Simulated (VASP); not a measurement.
# AlN (P6_3/mmc) in VASP: a series of runs

AlN is run at these levels: PBE; tasks: single point.

All numbers are computed with VASP 6.6.1; they aren't measurements. Logs are shortened: lines on timing, memory, paths and dates and some standing lists are left out, and cuts for length are marked.

**1. The cell of the first run**

It takes space group P6_3/mmc (No. 194, hexagonal). The conventional cell has a = 3.534 Å, b = 3.534 Å, c = 4.122 Å, α = 90.00°, β = 90.00°, γ = 120.00°. Within 2.7 Å of Al (site symmetry -6m2) lie 5 N at 2.04 to 2.06 Å. N (site symmetry -6m2) has 5 Al at 2.04 to 2.06 Å within 2.7 Å.

**2. Single point, PBE (volume 11.149 Å^3 an atom, c/a of the conventional cell 1.1664)**

INCAR

```
SYSTEM = AlN
ALGO = Normal
EDIFF = 1E-6
ENCUT = 520
GGA = PE
ISIF = 2
ISMEAR = 0
LASPH = .TRUE.
LCHARG = .FALSE.
LREAL = .FALSE.
LWAVE = .FALSE.
NBANDS = 16
NELM = 80
PREC = Accurate
SIGMA = 0.05
```

KPOINTS

```
k-points
0
G
  9 9 6
  0 0 0
```

POSCAR

```
AlN
1.0
    3.5343204319      0.0000000000      0.0000000000
   -1.7671602160      3.0608112791      0.0000000000
    0.0000000000      0.0000000000      4.1224313518
Al N
2 2
Direct
    0.3333333333      0.6666666667      0.7500000000
    0.6666666667      0.3333333333      0.2500000000
    0.3333333333      0.6666666667      0.2500000000
    0.6666666667      0.3333333333      0.7500000000
```

Potentials or basis: VASP PAW PBE potentials, release 64 (Al, N).

The run is started by

```console
cat potpaw_PBE.64/Al/POTCAR potpaw_PBE.64/N/POTCAR > POTCAR
mpirun -np 1 vasp_std > vasp.out
```

OUTCAR:

```text
SYSTEM = AlN
   EDIFF = 1E-6
   ENCUT = 520
   GGA = PE
   ISIF = 2
   ISMEAR = 0
   LASPH = .TRUE.
   LREAL = .FALSE.
   NELM = 80
   PREC = Accurate

 ion  position               nearest neighbor table
   1  0.333  0.667  0.750-   4 2.04   4 2.04   4 2.04   3 2.06   3 2.06   2 2.90   2 2.90   2 2.90
                             2 2.90   2 2.90   2 2.90
   2  0.667  0.333  0.250-   3 2.04   3 2.04   3 2.04   4 2.06   4 2.06   1 2.90   1 2.90   1 2.90
                             1 2.90   1 2.90   1 2.90
   3  0.333  0.667  0.250-   2 2.04   2 2.04   2 2.04   1 2.06   1 2.06
   4  0.667  0.333  0.750-   1 2.04   1 2.04   1 2.04   2 2.06   2 2.06

  LATTYP: Found a hexagonal cell.
 ALAT       =     3.5343204319
 C/A-ratio  =     1.1664000000

  Lattice vectors:

 A1 = (   3.5343204319,   0.0000000000,   0.0000000000)
 A2 = (  -1.7671602160,   3.0608112791,   0.0000000000)
 A3 = (   0.0000000000,   0.0000000000,   4.1224313518)

Analysis of symmetry for initial positions (statically):
[... 10 lines left out ...]

The static configuration has the point symmetry D_3d.
 The point group associated with its full space group is D_6h.

Analysis of symmetry for dynamics (positions and initial velocities):
[... 10 lines left out ...]

The dynamic configuration has the point symmetry D_3d.
 The point group associated with its full space group is D_6h.

 Subroutine INISYM returns: Found 24 space group operations
[... 5 lines left out ...]
                                     Primitive cell

  volume of cell :      44.5960

  direct lattice vectors                    reciprocal lattice vectors
     3.534320432  0.000000000  0.000000000     0.282939824  0.163355383  0.000000000
    -1.767160216  3.060811279  0.000000000     0.000000000  0.326710767  0.000000000
     0.000000000  0.000000000  4.122431352     0.000000000  0.000000000  0.242575295

  length of vectors
     3.534320432  3.534320432  4.122431352     0.326710767  0.326710767  0.242575295

  position of ions in fractional coordinates (direct lattice)
     0.333333333  0.666666667  0.750000000
     0.666666667  0.333333333  0.250000000
     0.333333333  0.666666667  0.250000000
     0.666666667  0.333333333  0.750000000

  ion indices of the primitive-cell ions
   primitive index   ion index
                 1           1
                 2           2
                 3           3
                 4           4

----------------------------------------------------------------------------------------

 KPOINTS: k-points

Automatic generation of k-mesh.
 Grid dimensions read from file:
 generate k-points for:    9    9    6

 Generating k-lattice:

  Cartesian coordinates                     Fractional coordinates (reciprocal lattice)
     0.031437758  0.018150598  0.000000000     0.111111111  0.000000000  0.000000000
     0.000000000  0.036301196  0.000000000     0.000000000  0.111111111  0.000000000
     0.000000000  0.000000000  0.040429216     0.000000000  0.000000000  0.166666667

  Length of vectors
     0.036301196  0.036301196  0.040429216

  Shift w.r.t. Gamma in fractional coordinates (k-lattice)
     0.000000000  0.000000000  0.000000000

 Subroutine IBZKPT returns following result:
 ===========================================

 Found     48 irreducible k-points:

 Following reciprocal coordinates:
            Coordinates               Weight
  0.000000  0.000000  0.000000      1.000000
  0.111111  0.000000  0.000000      6.000000
  0.222222  0.000000  0.000000      6.000000
  0.333333  0.000000  0.000000      6.000000
  0.444444  0.000000  0.000000      6.000000
  0.111111  0.111111  0.000000      6.000000
[... 16 lines left out ...]
  0.333333  0.222222  0.166667     24.000000
  0.333333  0.333333  0.166667      4.000000
 [... further k-points ...]
   k-points           NKPTS =     48   k-points in BZ     NKDIM =     48   number of bands    NBANDS=     16
   number of dos      NEDOS =    301   number of ions     NIONS =      4
   total plane-waves  NPLWV =  25088
   dimension x,y,z NGX =    28 NGY =   28 NGZ =   32
   dimension x,y,z NGXF=    56 NGYF=   56 NGZF=   64
   ions per type =               2   2
   NGX,Y,Z   is equivalent  to a cutoff of  13.17, 13.17, 12.90 a.u.
   NGXF,Y,Z  is equivalent  to a cutoff of  26.34, 26.34, 25.81 a.u.
 SYSTEM =  AlN
   PREC   = accura    normal or accurate (medium, high low for compatibility)
   ISTART =      0    job   : 0-new  1-cont  2-samecut
   ICHARG =      2    charge: 1-file 2-atom 10-const
   ISPIN  =      1    spin polarized calculation?
   LNONCOLLINEAR =      F non collinear calculations
   LSORBIT =      F    spin-orbit coupling
   LASPH  =      T    aspherical Exc in radial PAW
   ENCUT  =  520.0 eV  38.22 Ry    6.18 a.u.   6.57  6.57  7.66*2*pi/ulx,y,z
   NELM   =     80;   NELMIN=  2; NELMDL= -5     # of ELM steps
   EDIFF  = 0.1E-05   stopping-criterion for ELM
   LREAL  =      F    real-space projection
   EDIFFG = 0.1E-04   stopping-criterion for IOM
   NSW    =      0    number of steps for IOM
   IBRION =     -1    ionic relax: 0-MD 1-quasi-New 2-CG
   NFREE  =      0    steps in history (QN), initial steepest desc. (CG)
   ISIF   =      2    stress and relaxation
   ISYM   =      2    0-nonsym 1-usesym 2-fastsym
   POTIM  = 0.5000    time-step for ionic-motion
   TEBEG  =    0.0;   TEEND  =   0.0 temperature during run
   PSTRESS=    0.0 pullay stress
   NELECT =      16.0000    total number of electrons
   NUPDOWN=      -1.0000    fix difference up-down
   EMIN   =  10.00;   EMAX   =-10.00  energy-range for DOS
   EFERMI =   0.00;   METHOD = LEGACY
   ISMEAR =     0;   SIGMA  =   0.05  broadening in eV -4-tet -1-fermi 0-gaus
   EFERMI_NEDOS =   21; number of points for ismear=-14 and -15
   IALGO  =     38    algorithm
   IMIX   =      4    mixing-type and parameters
     AMIX     =   0.40;   BMIX     =  1.00
     AMIX_MAG =   1.60;   BMIX_MAG =  1.00
  volume/ion in A,a.u.               =      11.15        75.24
  Fermi-wavevector in a.u.,A,eV,Ry     =   1.163276  2.198273 18.411562  1.353212
  Thomas-Fermi vector in A             =   2.299828
   LORBIT       =      0    0 simple, 1 ext, 2 COOP (PROOUT), +10 PAW based schemes
   GGA     = PE    functional components
   LHFCALC =     F    Hartree Fock is set to
   AEXX    =    0.0000 exact exchange contribution
   IVDW    =     0    specifies the selected vdW correction
   LEPSILON=     F    determine dielectric tensor
   LRPA    =     F    only Hartree local field effects (RPA)
 non-spin polarized calculation
 Gauss-broadening in eV      SIGMA  =   0.05
  energy-cutoff  :      520.00
  volume of cell :       44.60
 maximum number of plane-waves:      1252
 NGX is ok and might be reduce to    28
   NGX = 13   NGY = 13   NGZ = 15

 number of electron      16.0000000 magnetization

 Free energy of the ion-electron system (eV)
  ---------------------------------------------------
  ext. energy  EPLUGINS =         0.00000000
  ---------------------------------------------------
  free energy    TOTEN  =       -28.90900900 eV

  energy without entropy =      -28.90900900  energy(sigma->0) =      -28.90900900

 E-fermi :   6.5269     XC(G=0): -10.6480

 val. band max:        6.3117136295   @ k =   0.0000   0.0000   0.0000
 cond. band min:       9.0557319594   @ k =   0.0000   0.0000   0.0000
 fundamental gap:      2.7440183299
 Fermi energy:         6.5268648929

 k-point     1 :       0.0000    0.0000    0.0000
  band No.  band energies     occupation
      1      -9.2773      2.00000
      2      -5.8505      2.00000
      3       0.6270      2.00000
      4       3.5155      2.00000
      5       3.5155      2.00000
      6       5.4520      2.00000
[... 8 lines left out ...]
     15      17.9377      0.00000
     16      17.9377      0.00000

 k-point     2 :       0.1111    0.0000    0.0000
  band No.  band energies     occupation
      1      -9.1621      2.00000
      2      -5.8810      2.00000
      3       0.7518      2.00000
      4       3.1143      2.00000
      5       3.3364      2.00000
      6       4.9595      2.00000
[... 8 lines left out ...]
     15      17.3537      0.00000
     16      17.4784      0.00000

 k-point     3 :       0.2222    0.0000    0.0000
  band No.  band energies     occupation
      1      -8.8320      2.00000
      2      -5.9998      2.00000
      3       1.1141      2.00000
      4       2.2508      2.00000
      5       2.9658      2.00000
      6       4.1496      2.00000
[... 8 lines left out ...]
     15      16.6820      0.00000
     16      18.0970      0.00000

 k-point     4 :       0.3333    0.0000    0.0000
  band No.  band energies     occupation
      1      -8.3445      2.00000
      2      -6.2582      2.00000
      3       1.4578      2.00000
      4       1.6662      2.00000
      5       2.6275      2.00000
      6       3.5132      2.00000
[... 8 lines left out ...]
     15      16.6845      0.00000
     16      19.0322      0.00000

 k-point     5 :       0.4444    0.0000    0.0000
  band No.  band energies     occupation
      1      -7.8621      2.00000
      2      -6.6015      2.00000
      3       1.0223      2.00000
      4       2.2387      2.00000
      5       2.4363      2.00000
      6       3.1710      2.00000
[... 8 lines left out ...]
     15      18.1784      0.00000
     16      19.5739      0.00000

 k-point     6 :       0.1111    0.1111    0.0000
  band No.  band energies     occupation
      1      -8.9391      2.00000
      2      -5.9555      2.00000
      3       0.9958      2.00000
      4       2.6717      2.00000
      5       2.8095      2.00000
      6       4.4995      2.00000
[... 8 lines left out ...]
     15      17.3655      0.00000
     16      17.8454      0.00000

 k-point     7 :       0.2222    0.1111    0.0000
  band No.  band energies     occupation
      1      -8.5261      2.00000
      2      -6.1462      2.00000
      3       1.4581      2.00000
      4       1.8477      2.00000
      5       2.4097      2.00000
      6       3.9393      2.00000
[... 8 lines left out ...]
     15      16.9974      0.00000
     16      18.6117      0.00000

 k-point     8 :       0.3333    0.1111    0.0000
  band No.  band energies     occupation
      1      -8.0131      2.00000
      2      -6.4730      2.00000
      3       1.1582      2.00000
      4       2.0575      2.00000
      5       2.3212      2.00000
      6       3.3821      2.00000
[... 8 lines left out ...]
     15      17.6551      0.00000
     16      19.1309      0.00000

 k-point     9 :       0.4444    0.1111    0.0000
  band No.  band energies     occupation
      1      -7.6931      2.00000
      2      -6.7227      2.00000
      3       0.9105      2.00000
      4       2.3615      2.00000
      5       2.4493      2.00000
      6       3.1091      2.00000
[... 8 lines left out ...]
     15      18.1064      0.00000
     16      19.2757      0.00000
[... 172 lines left out ...]
 k-point    19 :       0.2222    0.1111    0.1667
  band No.  band energies     occupation
      1      -8.3803      2.00000
      2      -6.3051      2.00000
      3       0.8357      2.00000
      4       2.1362      2.00000
      5       3.1109      2.00000
      6       3.2871      2.00000
[... 8 lines left out ...]
     15      17.2603      0.00000
     16      18.6334      0.00000

 k-point    20 :       0.3333    0.1111    0.1667
  band No.  band energies     occupation
      1      -7.8908      2.00000
      2      -6.5309      2.00000
      3       0.6224      2.00000
      4       1.7982      2.00000
      5       2.5508      2.00000
      6       3.3439      2.00000
[... 8 lines left out ...]
     15      17.7713      0.00000
     16      19.1288      0.00000

 k-point    21 :       0.4444    0.1111    0.1667
  band No.  band energies     occupation
      1      -7.5908      2.00000
      2      -6.7289      2.00000
      3       0.4960      2.00000
      4       1.9304      2.00000
      5       2.0783      2.00000
      6       3.4866      2.00000
[... 8 lines left out ...]
     15      17.6901      0.00000
     16      19.2755      0.00000

 k-point    22 :       0.2222    0.2222    0.1667
  band No.  band energies     occupation
      1      -7.9464      2.00000
      2      -6.4888      2.00000
      3       0.9183      2.00000
      4       1.3530      2.00000
      5       2.6994      2.00000
      6       3.4634      2.00000
[... 8 lines left out ...]
     15      17.7951      0.00000
     16      18.9189      0.00000

 k-point    23 :       0.3333    0.2222    0.1667
  band No.  band energies     occupation
      1      -7.4975      2.00000
      2      -6.7738      2.00000
      3       0.7769      2.00000
      4       1.3631      2.00000
      5       2.0235      2.00000
      6       3.8786      2.00000
[... 8 lines left out ...]
     15      17.8628      0.00000
     16      18.9036      0.00000

 k-point    24 :       0.3333    0.3333    0.1667
  band No.  band energies     occupation
      1      -7.1045      2.00000
      2      -7.1045      2.00000
      3       0.8206      2.00000
      4       1.5219      2.00000
      5       1.5219      2.00000
      6       4.4355      2.00000
[... 8 lines left out ...]
     15      17.6681      0.00000
     16      19.0023      0.00000

 [... further k-points ...]
[... 5 lines left out ...]
  --------------------------------------------------------------------------------------
  -------------------------------------------------------------------------------------
  Total       -6.1490664     -6.1490664     -3.3744539      0.0000000      0.0000000      0.0000000
  in kB     -220.9143132   -220.9143132   -121.2322528      0.0000000      0.0000000      0.0000000
  external PRESSURE =    -187.6869597 kB  Pullay stress =       0.0000000 kB

 VOLUME and BASIS-vectors are now :
 -----------------------------------------------------------------------------
  energy-cutoff  :      520.00
  volume of cell :       44.60
      direct lattice vectors                 reciprocal lattice vectors
     3.534320432  0.000000000  0.000000000     0.282939824  0.163355383  0.000000000
    -1.767160216  3.060811279  0.000000000     0.000000000  0.326710767  0.000000000
     0.000000000  0.000000000  4.122431352     0.000000000  0.000000000  0.242575295

 POSITION                                       TOTAL-FORCE (eV/Angst)
 -----------------------------------------------------------------------------------
     -0.00000      2.04054      3.09182         0.000000     -0.000000      0.000000
      1.76716      1.02027      1.03061        -0.000000      0.000000      0.000000
     -0.00000      2.04054      1.03061        -0.000000      0.000000      0.000000
      1.76716      1.02027      3.09182         0.000000      0.000000      0.000000
 -----------------------------------------------------------------------------------
    total drift:                                0.000000     -0.000000      0.000000

  FREE ENERGIE OF THE ION-ELECTRON SYSTEM (eV)
  ---------------------------------------------------
  free  energy   TOTEN  =       -28.9090090018 eV

  energy  without entropy=      -28.9090090018  energy(sigma->0) =      -28.90900900
```

It took 38 s on 1 thread of AMD EPYC 7R43 (Zen 3), shared host; peak memory 0.14 GiB.

What came out:

| Item | Value |
| --- | --- |
| Free energy | -28.9090 eV |
| Pressure | -18.8 GPa |
| Band gap on the k mesh | 2.74 eV, direct |

[end of part 1 of 2]
